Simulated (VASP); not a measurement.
A run of VASP 6.6.1 is set up as follows.

The input INCAR:

```
ALGO = Normal ; EDIFF = 1E-7
EDIFFG = -0.005 ; ENCUT = 1300
GGA = PE ; GGA_COMPAT = False
IBRION = 2 ; ISIF = 3
ISMEAR = 0 ; LASPH = True
LCHARG = False ; LREAL = False
LWAVE = False ; NELM = 120
NELMIN = 4 ; NSW = 100
PREC = Accurate ; SIGMA = 0.1
```

KPOINTS

```
k-points
0
Gamma
  18 18 6
```

Contents of POSCAR:

```
C
1.0
    2.4665327885      0.0000000000      0.0000000000
   -1.2332663943      2.1360800541      0.0000000000
    0.0000000000      0.0000000000      8.4654495156
C
4
Direct
    0.0000000000      0.0000000000      0.2500000000
    0.0000000000      0.0000000000      0.7500000000
    0.3333333333      0.6666666667      0.2500000000
    0.6666666667      0.3333333333      0.7500000000
```

Potentials or basis: VASP PAW PBE potentials, release 64 (C_h).

Command:

```console
$ cat potpaw_PBE.64/C_h/POTCAR > POTCAR
$ mpirun -np 1 vasp_std > vasp.out
```

Problem. Predict the relaxed volume.

Solution. 11.14 Å³/atom.

Problem. Predict the band gap on the k mesh.

Solution. Zero (filled and empty bands touch).

Final structure:
```xyz
4
Lattice="2.4660 0.0000 0.0000 -1.2330 2.1356 0.0000 0.0000 0.0000 8.4649" Properties=species:S:1:pos:R:3 pbc="T T T"
C     0.0000    0.0000    2.1162
C     0.0000    0.0000    6.3487
C     0.0000    1.4237    2.1162
C     1.2330    0.7119    6.3487
```

Caveat: this functional lacks dispersion, which binds layers or chains, so the pressure and a relaxed spacing across them are unreliable.
